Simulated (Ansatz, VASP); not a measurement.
## Two plane-wave programs on SiGe

INCAR

```
PREC     = Accurate       # precision mode
ENCUT    = 520            # plane-wave cutoff, eV
EDIFF    = 1E-7           # SCF threshold, eV
ISMEAR   = 0              # smearing method
SIGMA    = 0.03           # smearing width, eV
LREAL    = False          # projectors in reciprocal space
LASPH    = True           # aspherical terms in the spheres
NELM     = 80             # most SCF steps
ALGO     = Normal         # electronic algorithm
ISIF     = 2              # what is computed and relaxed
LWAVE    = False          # write WAVECAR
LCHARG   = True           # write CHGCAR
GGA      = PS             # functional
LELF     = True           # ELF
LVHAR    = True         
NBANDS   = 26             # bands
```

Contents of KPOINTS:

```
regular mesh
0
Gamma
  12 12 6
```

Contents of POSCAR:

```
SiGe
1.0
    3.9044512986      0.0000000000      0.0000000000
   -1.9522256493      3.3813540124      0.0000000000
    0.0000000000      0.0000000000      6.4507830000
Si Ge
2 2
Direct
    0.6666666667      0.3333333333      0.8885587947
    0.3333333333      0.6666666667      0.3885587947
    0.6666666667      0.3333333333      0.4949970371
    0.3333333333      0.6666666667     -0.0050029629
```

Input for Ansatz:

```yaml
crystal:
  lattice:
    - [3.9044512986, 0.0, 0.0]
    - [-1.9522256493, 3.3813540124, 0.0]
    - [0.0, 0.0, 6.450783]
  atoms:
    - { symbol: Si, position: [0.6666666667, 0.3333333333, 0.8885587947] }
    - { symbol: Si, position: [0.3333333333, 0.6666666667, 0.3885587947] }
    - { symbol: Ge, position: [0.6666666667, 0.3333333333, 0.4949970371] }
    - { symbol: Ge, position: [0.3333333333, 0.6666666667, -0.0050029629] }
basis:
  ecutwfc: 420
kpoints:
  mp_grid: { grid: [12, 12, 6] }
hamiltonian:
  xc: pbesol
scf:
  occupations: { method: gaussian, width: 0.03 }
output:
  forces: true
  stress: true
  eigenvalues: true
```

Change from the starting cell: mode 10 (401.9 1/cm) frozen in, largest displacement +0.090 Å.

Alike in both runs: task single point; functional PBEsol; k mesh 12 × 12 × 6; occupations gaussian, width 0.03 eV; no spin polarisation.

```csv
,VASP,Ansatz
version,VASP 6.6.1,Ansatz 0.2.0
potentials or method,"VASP PAW PBE potentials, release 64 (Si, Ge_d), cutoff 520 eV","scalar-relativistic, plane waves, PAW"
valence electrons in the cell,36,36
```

```tsv
	VASP	Ansatz	Ansatz less VASP
gap on the k mesh at the Fermi level (eV)	none	none	-
pressure (GPa)	0.3	0.3	+0.03
traceless stress, the component that is largest in VASP (GPa)	-4.10	-4.12	-0.020
rms of the force components (eV/Å)	0.702	0.703	+0.0010
```

VASP's potentials were made for PBE, not for PBEsol. Atom by atom the forces differ by 0.001 eV/Å (rms over components). A gap of «none» marks a metal or a gap that the smearing closes. With one functional, cell and mesh, what is left measures potentials, basis and numerics.
